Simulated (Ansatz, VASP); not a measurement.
**Ca: VASP beside Ansatz**

The input INCAR:

```
PREC = Accurate
ENCUT = 520
EDIFF = 1E-6
ISMEAR = 0
SIGMA = 0.15
LREAL = F
LASPH = T
NELM = 80
ALGO = Fast
ISIF = 2
LWAVE = F
LCHARG = T
GGA = PS
LELF = T
LVHAR = T
NBANDS = 11
```

KPOINTS

```
regular mesh
0
Gamma
  14 14 14
```

Contents of POSCAR:

```
Ca
1.0
    0.0000000000      2.7942000000      2.7942000000
    2.8780260000      0.0000000000      2.7942000000
    2.8780260000      2.7942000000      0.0000000000
Ca
1
Direct
    0.0000000000      0.0000000000      0.0000000000
```

Input for Ansatz:

```yaml
crystal:
  lattice:
    - [0.0, 2.7942, 2.7942]
    - [2.878026, 0.0, 2.7942]
    - [2.878026, 2.7942, 0.0]
  atoms:
    - { symbol: Ca, position: [0.0, 0.0, 0.0] }
basis:
  ecutwfc: 420
kpoints:
  mp_grid: { grid: [14, 14, 14] }
hamiltonian:
  xc: pbesol
scf:
  occupations: { method: gaussian, width: 0.15 }
output:
  forces: true
  stress: true
  eigenvalues: true
```

Change from the starting cell: strain +0.0300 x Voigt [1, 0, 0, 0, 0, 0], atoms carried along.

Alike in both runs: task single point; functional PBEsol; k mesh 14 × 14 × 14; occupations gaussian, width 0.15 eV; no spin polarisation.

|  | VASP | Ansatz |
| --- | --- | --- |
| version | VASP 6.6.1 | Ansatz 0.2.0 |
| potentials or method | VASP PAW PBE potentials, release 64 (Ca_sv), cutoff 520 eV | scalar-relativistic, plane waves, PAW |
| valence electrons in the cell | 10 | 10 |

VASP gave:

| Property | Result |
| --- | --- |
| gap on the k mesh at the Fermi level (eV) | none |
| pressure (GPa) | -1.5 |
| traceless stress, the component that is largest in VASP (GPa) | -0.17 |

**Question.** What did Ansatz give for the same quantities?

**Answer.** gap on the k mesh at the Fermi level (eV): none; pressure (GPa): -1.6; traceless stress, the component that is largest in VASP (GPa): -0.17.

VASP's potentials were made for PBE, not for PBEsol. A gap of «none» marks a metal or a gap that the smearing closes. With one functional, cell and mesh, what is left measures potentials, basis and numerics.
